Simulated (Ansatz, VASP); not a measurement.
## SrCl2 in VASP and in Ansatz

File INCAR:

```
ALGO = Normal
EDIFF = 1E-6
EDIFFG = -0.005
ENCUT = 600
GGA = PS
IBRION = 2
ISIF = 3
ISMEAR = -1
LASPH = True
LCHARG = False
LREAL = False
LWAVE = False
NELM = 60
NSW = 80
PREC = Accurate
SIGMA = 0.05
```

Contents of KPOINTS:

```
k-points
0
Gamma
  7 7 7
```

POSCAR

```
SrCl2
1.0
    0.0000000000      3.4883500000      3.4883500000
    3.4883500000      0.0000000000      3.4883500000
    3.4883500000      3.4883500000      0.0000000000
Sr Cl
1 2
Direct
    0.0000000000      0.0000000000      0.0000000000
    0.7500000000      0.7500000000      0.7500000000
    0.2500000000      0.2500000000      0.2500000000
```

File input.yaml:

```yaml
crystal:
  lattice:
    - [0.0, 3.48835, 3.48835]
    - [3.48835, 0.0, 3.48835]
    - [3.48835, 3.48835, 0.0]
  atoms:
    - { symbol: Sr, position: [0.0, 0.0, 0.0] }
    - { symbol: Cl, position: [0.75, 0.75, 0.75] }
    - { symbol: Cl, position: [0.25, 0.25, 0.25] }
kpoints:
  mp_grid: { grid: [7, 7, 7] }
scf:
  occupations: { method: fermi_dirac, width: 0.05 }
hamiltonian:
  xc: pbesol
  pseudopotentials: { kind: all_electron, lapw: { basis_error: 0.002 } }
output:
  forces: true
  stress: true
relax:
  f_tol: 0.005
  max_steps: 60
  cell: {}
```

Alike in both runs: task relaxation of cell and atoms; functional PBEsol; k mesh 7 × 7 × 7; occupations fermi-dirac, width 0.05 eV; no spin polarisation.

```csv
,VASP,Ansatz
version,VASP 6.6.1,Ansatz 0.2.0
potentials or method,"VASP PAW PBE potentials, release 64 (Sr_sv, Cl), cutoff 600 eV","all-electron LAPW, scalar-relativistic"
```

|  | VASP | Ansatz | Ansatz less VASP |
| --- | --- | --- | --- |
| relaxed volume (Å³/atom) | 27.60 | 27.50 | -0.095 |
| relaxed cell length with the largest relative difference (Å) | 4.892 | 4.887 | -0.0056 |

VASP's potentials were made for PBE, not for PBEsol. Ansatz ran all-electron here, and VASP with PAW potentials.
